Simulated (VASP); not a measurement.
# CdS (Hawleyite) (F-43m) in VASP: a series of runs

CdS (Hawleyite) is run at these levels: PBE; tasks: single point.

Everything below comes from runs of VASP 6.6.1. Logs are shortened: lines on timing, memory, paths and dates and some standing lists are left out, and cuts for length are marked.

## (1) The cell of the first run

It takes space group F-43m (No. 216, cubic). Conventional cell: a = 5.833 Å, b = 5.833 Å, c = 5.833 Å, α = 90.00°, β = 90.00°, γ = 90.00°. Within 3.3 Å of Cd (site symmetry -43m) lie 4 S at 2.53 Å. Within 3.3 Å of S (site symmetry -43m) lie 4 Cd at 2.53 Å.

## (2) Single point, PBE

INCAR

```
PREC = Accurate
ENCUT = 520
EDIFF = 1E-6
ISMEAR = 0
SIGMA = 0.017
LREAL = F
LASPH = T
NELM = 100
ALGO = Normal
ISIF = 2
LWAVE = F
LCHARG = F
GGA = PE
NBANDS = 16
```

KPOINTS

```
regular mesh
0
Gamma
  8 8 8
```

POSCAR

```
CdS
1.0
    0.0000000000      2.9165000000      2.9165000000
    2.9165000000      0.0000000000      2.9165000000
    2.9165000000      2.9165000000      0.0000000000
Cd S
1 1
Direct
    0.0000000000      0.0000000000      0.0000000000
    0.7500000000      0.7500000000      0.7500000000
```

Potentials or basis: VASP PAW PBE potentials, release 64 (Cd, S).

Run with:

```sh
$ cat potpaw_PBE.64/Cd/POTCAR potpaw_PBE.64/S/POTCAR > POTCAR
$ mpirun -np 1 vasp_std > vasp.out
```

OUTCAR:

```text
PREC = Accurate
   ENCUT = 520
   EDIFF = 1E-6
   ISMEAR = 0
   LREAL = F
   LASPH = T
   NELM = 100
   ISIF = 2
   GGA = PE

 ion  position               nearest neighbor table
   1  0.000  0.000  0.000-   2 2.53   2 2.53   2 2.53   2 2.53
   2  0.750  0.750  0.750-   1 2.53   1 2.53   1 2.53   1 2.53

  LATTYP: Found a face centered cubic cell.
 ALAT       =     5.8330000000

  Lattice vectors:

 A1 = (   0.0000000000,   2.9165000000,   2.9165000000)
 A2 = (   2.9165000000,   0.0000000000,   2.9165000000)
 A3 = (   2.9165000000,   2.9165000000,   0.0000000000)

Analysis of symmetry for initial positions (statically):
=====================================================================
 Subroutine PRICEL returns:
 Original cell was already a primitive cell.

 Routine SETGRP: Setting up the symmetry group for a
 face centered cubic supercell.

 Subroutine GETGRP returns: Found 24 space group operations
 (whereof 24 operations were pure point group operations)
 out of a pool of 48 trial point group operations.

The static configuration has the point symmetry T_d .

Analysis of symmetry for dynamics (positions and initial velocities):
=====================================================================
 Subroutine PRICEL returns:
 Original cell was already a primitive cell.

 Routine SETGRP: Setting up the symmetry group for a
 face centered cubic supercell.

 Subroutine GETGRP returns: Found 24 space group operations
 (whereof 24 operations were pure point group operations)
 out of a pool of 48 trial point group operations.

The dynamic configuration has the point symmetry T_d .

 Subroutine INISYM returns: Found 24 space group operations
 (whereof 24 operations are pure point group operations),
 and found     1 'primitive' translations

----------------------------------------------------------------------------------------

                                     Primitive cell

  volume of cell :      49.6153

  direct lattice vectors                    reciprocal lattice vectors
     0.000000000  2.916500000  2.916500000    -0.171438368  0.171438368  0.171438368
     2.916500000  0.000000000  2.916500000     0.171438368 -0.171438368  0.171438368
     2.916500000  2.916500000  0.000000000     0.171438368  0.171438368 -0.171438368

  length of vectors
     4.124553855  4.124553855  4.124553855     0.296939964  0.296939964  0.296939964

  position of ions in fractional coordinates (direct lattice)
     0.000000000  0.000000000  0.000000000
     0.750000000  0.750000000  0.750000000

  ion indices of the primitive-cell ions
   primitive index   ion index
                 1           1
                 2           2

----------------------------------------------------------------------------------------

 KPOINTS: regular mesh

Automatic generation of k-mesh.
 Grid dimensions read from file:
 generate k-points for:    8    8    8

 Generating k-lattice:

  Cartesian coordinates                     Fractional coordinates (reciprocal lattice)
    -0.021429796  0.021429796  0.021429796     0.125000000  0.000000000  0.000000000
     0.021429796 -0.021429796  0.021429796     0.000000000  0.125000000  0.000000000
     0.021429796  0.021429796 -0.021429796     0.000000000  0.000000000  0.125000000

  Length of vectors
     0.037117495  0.037117495  0.037117495

  Shift w.r.t. Gamma in fractional coordinates (k-lattice)
     0.000000000  0.000000000  0.000000000

 Subroutine IBZKPT returns following result:
 ===========================================

 Found     29 irreducible k-points:

 Following reciprocal coordinates:
            Coordinates               Weight
  0.000000  0.000000  0.000000      1.000000
  0.125000  0.000000  0.000000      8.000000
  0.250000  0.000000  0.000000      8.000000
  0.375000  0.000000  0.000000      8.000000
  0.500000  0.000000  0.000000      4.000000
  0.125000  0.125000  0.000000      6.000000
[... 16 lines left out ...]
  0.500000  0.250000  0.125000     48.000000
 -0.375000  0.250000  0.125000     24.000000
 [... further k-points ...]
   k-points           NKPTS =     29   k-points in BZ     NKDIM =     29   number of bands    NBANDS=     16
   number of dos      NEDOS =    301   number of ions     NIONS =      2
   total plane-waves  NPLWV =  32768
   dimension x,y,z NGX =    32 NGY =   32 NGZ =   32
   dimension x,y,z NGXF=    64 NGYF=   64 NGZF=   64
   ions per type =               1   1
   NGX,Y,Z   is equivalent  to a cutoff of  12.90, 12.90, 12.90 a.u.
   NGXF,Y,Z  is equivalent  to a cutoff of  25.80, 25.80, 25.80 a.u.
 SYSTEM =  unknown system
   PREC   = accura    normal or accurate (medium, high low for compatibility)
   ISTART =      0    job   : 0-new  1-cont  2-samecut
   ICHARG =      2    charge: 1-file 2-atom 10-const
   ISPIN  =      1    spin polarized calculation?
   LNONCOLLINEAR =      F non collinear calculations
   LSORBIT =      F    spin-orbit coupling
   LASPH  =      T    aspherical Exc in radial PAW
   ENCUT  =  520.0 eV  38.22 Ry    6.18 a.u.   7.67  7.67  7.67*2*pi/ulx,y,z
   NELM   =    100;   NELMIN=  2; NELMDL= -5     # of ELM steps
   EDIFF  = 0.1E-05   stopping-criterion for ELM
   LREAL  =      F    real-space projection
   EDIFFG = 0.1E-04   stopping-criterion for IOM
   NSW    =      0    number of steps for IOM
   IBRION =     -1    ionic relax: 0-MD 1-quasi-New 2-CG
   NFREE  =      0    steps in history (QN), initial steepest desc. (CG)
   ISIF   =      2    stress and relaxation
   ISYM   =      2    0-nonsym 1-usesym 2-fastsym
   POTIM  = 0.5000    time-step for ionic-motion
   TEBEG  =    0.0;   TEEND  =   0.0 temperature during run
   PSTRESS=    0.0 pullay stress
   NELECT =      18.0000    total number of electrons
   NUPDOWN=      -1.0000    fix difference up-down
   EMIN   =  10.00;   EMAX   =-10.00  energy-range for DOS
   EFERMI =   0.00;   METHOD = LEGACY
   ISMEAR =     0;   SIGMA  =   0.02  broadening in eV -4-tet -1-fermi 0-gaus
   EFERMI_NEDOS =   21; number of points for ismear=-14 and -15
   IALGO  =     38    algorithm
   IMIX   =      4    mixing-type and parameters
     AMIX     =   0.40;   BMIX     =  1.00
     AMIX_MAG =   1.60;   BMIX_MAG =  1.00
  volume/ion in A,a.u.               =      24.81       167.41
  Fermi-wavevector in a.u.,A,eV,Ry     =   1.167599  2.206442 18.548649  1.363287
  Thomas-Fermi vector in A             =   2.304097
   LORBIT       =      0    0 simple, 1 ext, 2 COOP (PROOUT), +10 PAW based schemes
   GGA     = PE    functional components
   LHFCALC =     F    Hartree Fock is set to
   AEXX    =    0.0000 exact exchange contribution
   IVDW    =     0    specifies the selected vdW correction
   LEPSILON=     F    determine dielectric tensor
   LRPA    =     F    only Hartree local field effects (RPA)
 non-spin polarized calculation
 Gauss-broadening in eV      SIGMA  =   0.02
  energy-cutoff  :      520.00
  volume of cell :       49.62
 maximum number of plane-waves:      1363
   NGX = 15   NGY = 15   NGZ = 15

 number of electron      18.0000004 magnetization

 Free energy of the ion-electron system (eV)
  ---------------------------------------------------
  ext. energy  EPLUGINS =         0.00000000
  ---------------------------------------------------
  free energy    TOTEN  =        -6.12127790 eV

  energy without entropy =       -6.12127790  energy(sigma->0) =       -6.12127790

 E-fermi :   1.4239     XC(G=0):  -9.1497

 val. band max:        1.3143359555   @ k =   0.0000   0.0000   0.0000
 cond. band min:       2.4640910154   @ k =   0.0000   0.0000   0.0000
 fundamental gap:      1.1497550599
 Fermi energy:         1.4239005221

 k-point     1 :       0.0000    0.0000    0.0000
  band No.  band energies     occupation
      1     -11.0554      2.00000
      2      -6.4138      2.00000
      3      -6.4138      2.00000
      4      -6.4138      2.00000
      5      -5.9339      2.00000
      6      -5.9339      2.00000
[... 8 lines left out ...]
     15      12.7950      0.00000
     16      12.7950      0.00000

 k-point     2 :       0.1250    0.0000    0.0000
  band No.  band energies     occupation
      1     -10.9933      2.00000
      2      -6.3913      2.00000
      3      -6.3913      2.00000
      4      -6.3600      2.00000
      5      -5.9349      2.00000
      6      -5.9349      2.00000
[... 8 lines left out ...]
     15      12.1973      0.00000
     16      13.3258      0.00000

 k-point     3 :       0.2500    0.0000    0.0000
  band No.  band energies     occupation
      1     -10.8426      2.00000
      2      -6.3425      2.00000
      3      -6.3425      2.00000
      4      -6.1672      2.00000
      5      -5.9295      2.00000
      6      -5.9295      2.00000
[... 8 lines left out ...]
     15      11.9619      0.00000
     16      12.6506      0.00000

 k-point     4 :       0.3750    0.0000    0.0000
  band No.  band energies     occupation
      1     -10.6919      2.00000
      2      -6.3049      2.00000
      3      -6.3049      2.00000
      4      -5.9095      2.00000
      5      -5.9095      2.00000
      6      -5.8119      2.00000
[... 8 lines left out ...]
     15      12.8190      0.00000
     16      12.8190      0.00000

 k-point     5 :       0.5000    0.0000    0.0000
  band No.  band energies     occupation
      1     -10.6300      2.00000
      2      -6.2933      2.00000
      3      -6.2933      2.00000
      4      -5.8960      2.00000
      5      -5.8960      2.00000
      6      -5.5538      2.00000
[... 8 lines left out ...]
     15      13.8651      0.00000
     16      13.8651      0.00000

 k-point     6 :       0.1250    0.1250    0.0000
  band No.  band energies     occupation
      1     -10.9728      2.00000
      2      -6.3705      2.00000
      3      -6.3697      2.00000
      4      -6.3697      2.00000
      5      -5.9500      2.00000
      6      -5.9211      2.00000
[... 8 lines left out ...]
     15      12.8958      0.00000
     16      13.9748      0.00000
[... 267 lines left out ...]
 k-point    21 :       0.5000    0.5000    0.0000
  band No.  band energies     occupation
      1     -10.4987      2.00000
      2      -6.2002      2.00000
      3      -6.0645      2.00000
      4      -6.0645      2.00000
      5      -5.8466      2.00000
      6      -5.4893      2.00000
[... 8 lines left out ...]
     15      13.6801      0.00000
     16      14.8128      0.00000

 k-point    22 :       0.3750    0.2500    0.1250
  band No.  band energies     occupation
      1     -10.7320      2.00000
      2      -6.2904      2.00000
      3      -6.2641      2.00000
      4      -6.1006      2.00000
      5      -5.9266      2.00000
      6      -5.8733      2.00000
[... 8 lines left out ...]
     15      13.3246      0.00000
     16      15.2046      0.00000

 k-point    23 :       0.5000    0.2500    0.1250
  band No.  band energies     occupation
      1     -10.6136      2.00000
      2      -6.2545      2.00000
      3      -6.2285      2.00000
      4      -6.0000      2.00000
      5      -5.9002      2.00000
      6      -5.6424      2.00000
[... 8 lines left out ...]
     15      14.1446      0.00000
     16      14.4106      0.00000

 k-point    24 :      -0.3750    0.2500    0.1250
  band No.  band energies     occupation
      1     -10.5653      2.00000
      2      -6.2497      2.00000
      3      -6.2116      2.00000
      4      -5.9596      2.00000
      5      -5.9071      2.00000
      6      -5.4397      2.00000
[... 8 lines left out ...]
     15      13.6170      0.00000
     16      14.4856      0.00000

 [... further k-points ...]
[... 5 lines left out ...]
  --------------------------------------------------------------------------------------
  -------------------------------------------------------------------------------------
  Total        0.9934896      0.9934896      0.9934896      0.0000000     -0.0000000      0.0000000
  in kB       32.0817437     32.0817437     32.0817437      0.0000000     -0.0000000      0.0000000
  external PRESSURE =      32.0817437 kB  Pullay stress =       0.0000000 kB

 VOLUME and BASIS-vectors are now :
 -----------------------------------------------------------------------------
  energy-cutoff  :      520.00
  volume of cell :       49.62
      direct lattice vectors                 reciprocal lattice vectors
     0.000000000  2.916500000  2.916500000    -0.171438368  0.171438368  0.171438368
     2.916500000  0.000000000  2.916500000     0.171438368 -0.171438368  0.171438368
     2.916500000  2.916500000  0.000000000     0.171438368  0.171438368 -0.171438368

 POSITION                                       TOTAL-FORCE (eV/Angst)
 -----------------------------------------------------------------------------------
      0.00000      0.00000      0.00000         0.000000      0.000000      0.000000
      4.37475      4.37475      4.37475        -0.000000     -0.000000     -0.000000
 -----------------------------------------------------------------------------------
    total drift:                                0.000000      0.000000      0.000000

  FREE ENERGIE OF THE ION-ELECTRON SYSTEM (eV)
  ---------------------------------------------------
  free  energy   TOTEN  =        -6.1212779008 eV

  energy  without entropy=       -6.1212779008  energy(sigma->0) =       -6.12127790
```

Run time: 23 s. Hardware: 1 thread of Intel Xeon Platinum 8259CL at 2.50GHz (Skylake/Cascade Lake), shared host; peak memory 0.18 GiB.

What came out:

| Item | Value |
| --- | --- |
| Free energy | -6.1213 eV |
| Pressure | 3.2 GPa |
| Band gap on the k mesh | 1.15 eV, direct |

## (3) Single point, PBE

INCAR

```
SYSTEM = CdS
PREC = Accurate
ENCUT = 520
EDIFF = 1E-6
ISMEAR = 0
SIGMA = 0.018000000000000002
LREAL = .False.
LASPH = .True.
NELM = 100
ALGO = Normal
ISIF = 2
LWAVE = .False.
LCHARG = .False.
GGA = PE
NBANDS = 16
```

KPOINTS

```
Automatic mesh
0
Gamma
  8 8 8
  0 0 0
```

POSCAR is that of step 2.

Potentials or basis: VASP PAW PBE potentials, release 64 (Cd, S).

Run with:

```sh
$ cat potpaw_PBE.64/Cd/POTCAR potpaw_PBE.64/S/POTCAR > POTCAR
$ mpirun -np 1 vasp_std > vasp.out
```

OUTCAR:

```text
SYSTEM = CdS
   PREC = Accurate
   ENCUT = 520
   EDIFF = 1E-6
   ISMEAR = 0
   LREAL = .False.
   LASPH = .True.
   NELM = 100
   ISIF = 2
   GGA = PE

 ion  position               nearest neighbor table
   1  0.000  0.000  0.000-   2 2.53   2 2.53   2 2.53   2 2.53
   2  0.750  0.750  0.750-   1 2.53   1 2.53   1 2.53   1 2.53

  LATTYP: Found a face centered cubic cell.
 ALAT       =     5.8330000000

  Lattice vectors:

 A1 = (   0.0000000000,   2.9165000000,   2.9165000000)
 A2 = (   2.9165000000,   0.0000000000,   2.9165000000)
 A3 = (   2.9165000000,   2.9165000000,   0.0000000000)
[... 624 lines left out ...]
      4      -5.9596      2.00000
      5      -5.9071      2.00000
      6      -5.4397      2.00000
[... 8 lines left out ...]
     15      13.6170      0.00000
     16      14.4856      0.00000

 [... further k-points ...]
[... 5 lines left out ...]
  --------------------------------------------------------------------------------------
  -------------------------------------------------------------------------------------
  Total        0.9934896      0.9934896      0.9934896      0.0000000      0.0000000      0.0000000
  in kB       32.0817437     32.0817437     32.0817437      0.0000000      0.0000000      0.0000000
  external PRESSURE =      32.0817437 kB  Pullay stress =       0.0000000 kB

 VOLUME and BASIS-vectors are now :
 -----------------------------------------------------------------------------
  energy-cutoff  :      520.00
  volume of cell :       49.62
      direct lattice vectors                 reciprocal lattice vectors
     0.000000000  2.916500000  2.916500000    -0.171438368  0.171438368  0.171438368
     2.916500000  0.000000000  2.916500000     0.171438368 -0.171438368  0.171438368
     2.916500000  2.916500000  0.000000000     0.171438368  0.171438368 -0.171438368

 POSITION                                       TOTAL-FORCE (eV/Angst)
 -----------------------------------------------------------------------------------
      0.00000      0.00000      0.00000        -0.000000     -0.000000     -0.000000
      4.37475      4.37475      4.37475         0.000000      0.000000      0.000000
 -----------------------------------------------------------------------------------
    total drift:                                0.000000      0.000000      0.000000

  FREE ENERGIE OF THE ION-ELECTRON SYSTEM (eV)
  ---------------------------------------------------
  free  energy   TOTEN  =        -6.1212779008 eV

  energy  without entropy=       -6.1212779008  energy(sigma->0) =       -6.12127790
```

OSZICAR:

```text
N       E                     dE             d eps       ncg     rms          rms(c)
DAV:   1     0.108360140321E+03    0.10836E+03   -0.91209E+03   952   0.103E+03
DAV:   2    -0.245418683914E+01   -0.11081E+03   -0.10478E+03  1152   0.252E+02
DAV:   3    -0.663963095065E+01   -0.41854E+01   -0.41784E+01  1088   0.511E+01
DAV:   4    -0.666513072637E+01   -0.25500E-01   -0.25497E-01  1224   0.394E+00
DAV:   5    -0.666547005159E+01   -0.33933E-03   -0.33932E-03  1104   0.426E-01    0.812E+00
DAV:   6    -0.614023971352E+01    0.52523E+00   -0.83505E-01  1384   0.116E+01    0.652E+00
DAV:   7    -0.612086997558E+01    0.19370E-01   -0.19821E-01  1152   0.304E+00    0.316E+00
DAV:   8    -0.612116513960E+01   -0.29516E-03   -0.18301E-02  1104   0.172E+00    0.310E-01
DAV:   9    -0.612108427729E+01    0.80862E-04   -0.21505E-03  1088   0.690E-01    0.579E-02
DAV:  10    -0.612120281036E+01   -0.11853E-03   -0.24600E-04  1144   0.163E-01    0.661E-02
DAV:  11    -0.612128479804E+01   -0.81988E-04   -0.12697E-04  1040   0.913E-02    0.211E-02
DAV:  12    -0.612127692538E+01    0.78727E-05   -0.25647E-05  1272   0.664E-02    0.102E-02
DAV:  13    -0.612127823531E+01   -0.13099E-05   -0.45860E-06  1072   0.129E-02    0.133E-02
DAV:  14    -0.612127790083E+01    0.33448E-06   -0.35801E-07   824   0.346E-03
   1 F= -.61212779E+01 E0= -.61212779E+01  d E =-.482673E-20
```

stdout:

```text
POSCAR found type information on POSCAR CdS
 POSCAR found :  2 types and       2 ions
 scaLAPACK will be used
 LDA part: xc-table for (Slater+PW92), standard interpolation
 POSCAR, INCAR and KPOINTS ok, starting setup
 FFT: planning ... GRIDC
 FFT: planning ... GRID_SOFT
 FFT: planning ... GRID
 WAVECAR not read
 entering main loop
```

Wall time 22 s (1 thread of Intel Xeon Platinum 8259CL at 2.50GHz (Skylake/Cascade Lake), shared host); peak memory 0.18 GiB.

Results:

```yaml
Free_energy: -6.1213 eV
Pressure: 3.2 GPa
Band_gap_on_the_k_mesh: 1.15 eV, direct
```

As with any semilocal functional, this PBE gap is likely too small.

## (4) Single point, PBE

INCAR

```
PREC = Accurate
ENCUT = 520
EDIFF = 1E-6
ISMEAR = 0
SIGMA = 0.019000000000000003
LREAL = F
LASPH = T
NELM = 80
ALGO = Normal
ISIF = 2
LWAVE = F
LCHARG = F
GGA = PE
NBANDS = 16
```

KPOINTS

```
Automatic mesh
0
Gamma
  8 8 8
```

POSCAR is that of step 3.

Run with:

```sh
$ cat potpaw_PBE.64/Cd/POTCAR potpaw_PBE.64/S/POTCAR > POTCAR
$ mpirun -np 1 vasp_std > vasp.out
```

It took 25 s on 1 thread of Intel Xeon Platinum 8259CL at 2.50GHz (Skylake/Cascade Lake), shared host; peak memory 0.18 GiB.

The run converged. Its results:

```
Free energy            : -6.1213 eV
Pressure               : 3.2 GPa
Band gap on the k mesh : 1.15 eV, direct
```

Levels at points of the mesh, in eV from the valence-band top:
```csv
k point,band 5,band 6,band 7,band 8,band 9,band 10,band 11,band 12,band 13,band 14
"(0.00, 0.00, 0.00)",-7.25,-7.25,0.00,0.00,0.00,1.15,6.55,6.55,6.55,11.44
"(0.50, 0.00, 0.00)",-7.21,-6.87,-4.40,-0.75,-0.75,3.02,7.01,7.01,7.48,11.09
"(0.50, 0.50, 0.00)",-7.16,-6.80,-3.95,-1.88,-1.88,3.55,4.35,9.23,10.78,10.78
```

As with any semilocal functional, this PBE gap is likely too small.

(Part 1 of 2 ends here.)
